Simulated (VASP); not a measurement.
# EuOs (Pm-3m) in VASP: further runs

The runs below take EuOs through single point, with PBE.

Everything below comes from runs of VASP 6.6.1. Logs are shortened: lines on timing, memory, paths and dates and some standing lists are left out, and cuts for length are marked.

## (1) The cell of the first run

The structure is cubic, space group Pm-3m (No. 221). The conventional cell has a = 3.433 Å, b = 3.433 Å, c = 3.433 Å, α = 90.00°, β = 90.00°, γ = 90.00°. Eu (site symmetry m-3m) has 8 Os at 2.97 Å and 6 Eu at 3.43 Å within 3.9 Å. Os (site symmetry m-3m) has 8 Eu at 2.97 Å and 6 Os at 3.43 Å within 3.9 Å.

## (2) Single point, PBE, collinear spin, ferromagnetic start (20.23 Å³/atom)

Input file INCAR:

```
SYSTEM = EuOs
ALGO = Fast
EDIFF = 1E-6
ENCUT = 520
GGA = PE
ISIF = 2
ISMEAR = 0
ISPIN = 2
LASPH = .True.
LCHARG = .True.
LELF = .True.
LMAXMIX = 6
LORBIT = 11
LREAL = .False.
LVHAR = .True.
LWAVE = .False.
MAGMOM = 7.01 0
NBANDS = 24
NELM = 150
PREC = Accurate
SIGMA = 0.05
```

Input file KPOINTS:

```
k-points
0
Gamma
  10 10 10
  0 0 0
```

Input file POSCAR:

```
EuOs
1.0
    3.4328981011      0.0000000000      0.0000000000
    0.0000000000      3.4328981011      0.0000000000
    0.0000000000      0.0000000000      3.4328981011
Eu Os
1 1
Direct
    0.0000000000      0.0000000000      0.0000000000
    0.5000000000      0.5000000000      0.5000000000
```

Potentials or basis: VASP PAW PBE potentials, release 64 (Eu, Os).

Started as:

```
$ cat potpaw_PBE.64/Eu/POTCAR potpaw_PBE.64/Os/POTCAR > POTCAR
$ mpirun -np 1 vasp_std > vasp.out
```

OUTCAR:

```text
SYSTEM = EuOs
   EDIFF = 1E-6
   ENCUT = 520
   GGA = PE
   ISIF = 2
   ISMEAR = 0
   ISPIN = 2
   LASPH = .True.
   LORBIT = 11
   LREAL = .False.
   NELM = 150
   PREC = Accurate

 ion  position               nearest neighbor table
   1  0.000  0.000  0.000-   2 2.97   2 2.97   2 2.97   2 2.97   2 2.97   2 2.97   2 2.97   2 2.97

   2  0.500  0.500  0.500-   1 2.97   1 2.97   1 2.97   1 2.97   1 2.97   1 2.97   1 2.97   1 2.97

  LATTYP: Found a simple cubic cell.
 ALAT       =     3.4328981011

  Lattice vectors:

 A1 = (   3.4328981011,   0.0000000000,   0.0000000000)
 A2 = (   0.0000000000,   3.4328981011,   0.0000000000)
 A3 = (   0.0000000000,   0.0000000000,   3.4328981011)

Analysis of symmetry for initial positions (statically):
=====================================================================
 Subroutine PRICEL returns:
 Original cell was already a primitive cell.

 Routine SETGRP: Setting up the symmetry group for a
 simple cubic supercell.

 Subroutine GETGRP returns: Found 48 space group operations
 (whereof 48 operations were pure point group operations)
 out of a pool of 48 trial point group operations.

The static configuration has the point symmetry O_h .

Analysis of symmetry for dynamics (positions and initial velocities):
=====================================================================
 Subroutine PRICEL returns:
 Original cell was already a primitive cell.

 Routine SETGRP: Setting up the symmetry group for a
 simple cubic supercell.

 Subroutine GETGRP returns: Found 48 space group operations
 (whereof 48 operations were pure point group operations)
 out of a pool of 48 trial point group operations.

The dynamic configuration has the point symmetry O_h .

Analysis of structural, dynamic, and magnetic symmetry:
=====================================================================
 Subroutine PRICEL returns:
 Original cell was already a primitive cell.

 Routine SETGRP: Setting up the symmetry group for a
 simple cubic supercell.

 Subroutine GETGRP returns: Found 48 space group operations
 (whereof 48 operations were pure point group operations)
 out of a pool of 48 trial point group operations.

The overall configuration has the point symmetry O_h .

 Subroutine INISYM returns: Found 48 space group operations
 (whereof 48 operations are pure point group operations),
 and found     1 'primitive' translations

[... 110 lines left out ...]
   EFERMI_NEDOS =   21; number of points for ismear=-14 and -15
   IALGO  =     68    algorithm
   IMIX   =      4    mixing-type and parameters
     AMIX     =   0.40;   BMIX     =  1.00
     AMIX_MAG =   1.60;   BMIX_MAG =  1.00
  volume/ion in A,a.u.               =      20.23       136.51
  Fermi-wavevector in a.u.,A,eV,Ry     =   1.394421  2.635074 26.455304  1.944410
  Thomas-Fermi vector in A             =   2.517972
   LORBIT       =     11    0 simple, 1 ext, 2 COOP (PROOUT), +10 PAW based schemes
   GGA     = PE    functional components
   LHFCALC =     F    Hartree Fock is set to
   AEXX    =    0.0000 exact exchange contribution
   IVDW    =     0    specifies the selected vdW correction
   LEPSILON=     F    determine dielectric tensor
   LRPA    =     F    only Hartree local field effects (RPA)
 spin polarized calculation
 RMM-DIIS sequential band-by-band and
 Gauss-broadening in eV      SIGMA  =   0.05
  energy-cutoff  :      520.00
  volume of cell :       40.46
 maximum number of plane-waves:      1108
 NGX is ok and might be reduce to    28
   NGX = 13   NGY = 13   NGZ = 13

 number of electron      24.9999999 magnetization       5.8292684

 Free energy of the ion-electron system (eV)
  ---------------------------------------------------
  ext. energy  EPLUGINS =         0.00000000
  ---------------------------------------------------
  free energy    TOTEN  =       -21.61635606 eV

  energy without entropy =      -21.60960686  energy(sigma->0) =      -21.61298146

 E-fermi :   4.8753     XC(G=0): -12.1186

 val. band max:        4.8735904709   @ k =   0.4000   0.4000   0.1000
 cond. band min:       4.8776937905   @ k =   0.4000   0.3000   0.1000
 fundamental gap:      0.0041033196
 Fermi energy:         4.8753207780

 spin component 1

 k-point     1 :       0.0000    0.0000    0.0000
  band No.  band energies     occupation
      1     -35.8899      1.00000
      2     -14.2122      1.00000
      3     -14.2122      1.00000
      4     -14.2122      1.00000
      5      -1.1837      1.00000
      6       1.4245      1.00000
[... 637 lines left out ...]
     23      13.4518      0.00000
     24      17.6768      0.00000

 [... further k-points ...]

 spin component 2

 k-point     1 :       0.0000    0.0000    0.0000
  band No.  band energies     occupation
      1     -33.0240      1.00000
      2     -12.1132      1.00000
      3     -12.1132      1.00000
      4     -12.1132      1.00000
      5      -0.9819      1.00000
      6       1.3602      1.00000
[... 637 lines left out ...]
     23      14.3955      0.00000
     24      18.2599      0.00000

 [... further k-points ...]
[... 5 lines left out ...]
  --------------------------------------------------------------------------------------
  -------------------------------------------------------------------------------------
  Total        0.5961641      0.5961641      0.5961641     -0.0000000     -0.0000000      0.0000000
  in kB       23.6098753     23.6098753     23.6098753     -0.0000000     -0.0000000      0.0000000
  external PRESSURE =      23.6098753 kB  Pullay stress =       0.0000000 kB

 VOLUME and BASIS-vectors are now :
 -----------------------------------------------------------------------------
  energy-cutoff  :      520.00
  volume of cell :       40.46
      direct lattice vectors                 reciprocal lattice vectors
     3.432898101  0.000000000  0.000000000     0.291299063  0.000000000  0.000000000
     0.000000000  3.432898101  0.000000000     0.000000000  0.291299063  0.000000000
     0.000000000  0.000000000  3.432898101     0.000000000  0.000000000  0.291299063

 POSITION                                       TOTAL-FORCE (eV/Angst)
 -----------------------------------------------------------------------------------
      0.00000      0.00000      0.00000         0.000000      0.000000      0.000000
      1.71645      1.71645      1.71645         0.000000      0.000000      0.000000
 -----------------------------------------------------------------------------------
    total drift:                               -0.000000      0.000000     -0.000000

  FREE ENERGIE OF THE ION-ELECTRON SYSTEM (eV)
  ---------------------------------------------------
  free  energy   TOTEN  =       -21.6163560581 eV

  energy  without entropy=      -21.6096068572  energy(sigma->0) =      -21.61298146

 total charge

# of ion       s       p       d       f       tot
--------------------------------------------------
    1        2.086   5.717   0.696   6.347  14.845
    2        0.669   0.266   6.092   0.000   7.027
--------------------------------------------------
tot          2.755   5.983   6.788   6.347  21.872

 magnetization (x)

# of ion       s       p       d       f       tot
--------------------------------------------------
    1        0.000  -0.099   0.131   6.223   6.256
    2       -0.027   0.017  -0.681   0.000  -0.691
--------------------------------------------------
tot         -0.026  -0.082  -0.550   6.223   5.564
```

Wall time 4.1 min (1 thread of Intel Xeon Platinum 8488C (Sapphire Rapids), shared host); peak memory 0.26 GiB.

Results:

| Item | Value |
| --- | --- |
| Free energy | -21.6164 eV |
| Pressure | 2.4 GPa |
| Net moment | 5.83 μB per cell |
| Site moments | Eu +6.26; Os -0.69 μB |
| Valence electrons inside the program's atomic spheres | Eu 14.85; Os 7.03 |

Caveat: spin-orbit coupling is left out, which moves the levels of the heavy elements; semilocal functionals describe open f shells poorly, which spoils levels, moments and volumes. The state reached can hang on the start; a lower one may exist.

(Part 1 of 2 ends here.)
